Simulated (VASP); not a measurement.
## CoPtO2: relaxation of the atoms with PBEsol

CoPtO2, a slab with vacuum:

```
O Co Pt
1.0
     2.81018    0.00000    0.00000
    -1.40509    2.43369    0.00000
     0.00000    0.00000   26.81154
O Co Pt
4 2 2
Direct
  0.00000 0.00000 0.31703
  0.66667 0.33333 0.38888
  0.66667 0.33333 0.53704
  0.33333 0.66667 0.60889
  0.33333 0.66667 0.35295
  0.00000 0.00000 0.57297
  0.66667 0.33333 0.46296
  0.33333 0.66667 0.68297
```

- Program: VASP 6.6.1
- Task: relaxation of the atoms
- Functional: PBEsol
- Potentials or basis: VASP PAW PBE potentials, release 64 (O, Co, Pt)
- Cutoff: 520 eV
- k mesh: 12 × 12 × 1
- Occupations: gaussian, width 0.1 eV
- Spin: no spin polarisation
- Dipole correction: yes
- Atoms held fixed (from 0): [0, 1, 4, 6]
- Further INCAR settings: ALGO = Fast; EDIFF = 1e-07; IBRION = 2; EDIFFG = -0.03; NSW = 90

```yaml
Energy_gained_by_relaxing: 3.9 meV/atom
Ionic_steps: 9
Band_gap_on_the_k_mesh: zero (bands 31 and 32 overlap by 0.93 eV)
```

Step by step:
```csv
step,energy change (eV),largest force on free atoms (eV/Å),pressure (GPa)
1,0.0000,0.7819,-1.33
2,-0.0189,0.3728,-1.65
3,-0.0192,0.2701,-1.61
4,-0.0237,0.1653,-1.81
5,-0.0237,0.2150,-1.84
6,-0.0260,0.1207,-1.98
7,-0.0264,0.2389,-2.06
8,-0.0285,0.1772,-2.18
9,-0.0311,0.0212,-2.51
```

Final structure:
```cif
data_structure
_symmetry_space_group_name_H-M 'P 1'
_symmetry_Int_Tables_number 1
_cell_length_a 2.8102
_cell_length_b 2.8102
_cell_length_c 26.8115
_cell_angle_alpha 90.000
_cell_angle_beta 90.000
_cell_angle_gamma 120.000
_cell_volume 183.37
loop_
_atom_site_label
_atom_site_type_symbol
_atom_site_fract_x
_atom_site_fract_y
_atom_site_fract_z
_atom_site_occupancy
O1 O 0.00000 0.00000 0.31703 1
O2 O 0.66667 0.33333 0.38888 1
O3 O 0.66667 0.33333 0.53746 1
O4 O 0.33333 0.66667 0.61003 1
Co1 Co 0.33333 0.66667 0.35295 1
Co2 Co 0.00000 0.00000 0.57409 1
Pt1 Pt 0.66667 0.33333 0.46296 1
Pt2 Pt 0.33333 0.66667 0.68691 1
```

Levels at points of the mesh, in eV from the Fermi level:
| k point | band 27 | band 28 | band 29 | band 30 | band 31 | band 32 | band 33 | band 34 | band 35 | band 36 |
| --- | --- | --- | --- | --- | --- | --- | --- | --- | --- | --- |
| (0.00, 0.00, 0.00) | -1.30 | -1.02 | -1.02 | -0.60 | -0.60 | -0.41 | -0.03 | 1.74 | 1.74 | 2.50 |
| (0.50, 0.00, 0.00) | -0.69 | -0.35 | -0.13 | -0.04 | 0.51 | 0.78 | 1.55 | 1.60 | 2.24 | 2.34 |

Wall time 61 min on 1 thread of Oxide Virtual Turin-like Processor, on a shared host, peak memory 0.39 GiB.

Caveat: the PAW data sets were made with another functional, which shifts forces and pressure a little; spin-orbit coupling is left out, which moves the levels of the heavy elements; the run has no spin polarisation, though such a crystal can be magnetic; semilocal functionals often make such compounds metallic where correlation or magnetic order opens a gap, which also shifts bond lengths. With open d or f shells a metallic result of PBEsol can be an artefact of self-interaction; +U or a hybrid may open a gap.
